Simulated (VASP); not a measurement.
Here is a VASP 6.6.1 calculation.

File INCAR:

```
SYSTEM = BaTe
PREC     = Accurate       ! precision mode
ENCUT    = 520            ! plane-wave cutoff, eV
EDIFF    = 1E-6           ! SCF threshold, eV
ISMEAR   = 0              ! smearing method
SIGMA    = 0.05           ! smearing width, eV
LREAL    = .False.        ! projectors in reciprocal space
LASPH    = .True.         ! aspherical terms in the spheres
NELM     = 100            ! most SCF steps
ALGO     = Normal         ! electronic algorithm
ISIF     = 2              ! what is computed and relaxed
LWAVE    = .False.        ! write WAVECAR
LCHARG   = .True.         ! write CHGCAR
GGA      = PE             ! functional
LELF     = .True.         ! ELF
LVHAR    = .True.       
NBANDS   = 15             ! bands
```

File KPOINTS:

```
regular mesh
0
Gamma
  8 8 8
  0 0 0
```

The input POSCAR:

```
BaTe
1.0
    4.2747582375     -0.2249872757     -0.2249872757
   -0.2249872757      4.2747582375     -0.2249872757
   -0.2249872757     -0.2249872757      4.2747582375
Ba Te
1 1
Direct
    0.0000000000      0.0000000000      0.0000000000
    0.5000000000      0.5000000000      0.5000000000
```

Potentials or basis: VASP PAW PBE potentials, release 64 (Ba_sv, Te).

Command:

```console
$ cat potpaw_PBE.64/Ba_sv/POTCAR potpaw_PBE.64/Te/POTCAR > POTCAR
$ mpirun -np 1 vasp_std > vasp.out
```

Problem. Estimate the band gap on the k mesh.

Solution. 0.92 eV (least direct gap 1.01 eV).

Problem. What does it give for the pressure?

Solution. 1.7 GPa.

Stress tensor (GPa, compression positive):
```
1.68 2.46 2.46
2.46 1.68 2.46
2.46 2.46 1.68
```

Caveat: spin-orbit coupling is left out, which moves the levels of the heavy elements. A k mesh can miss the band edges.
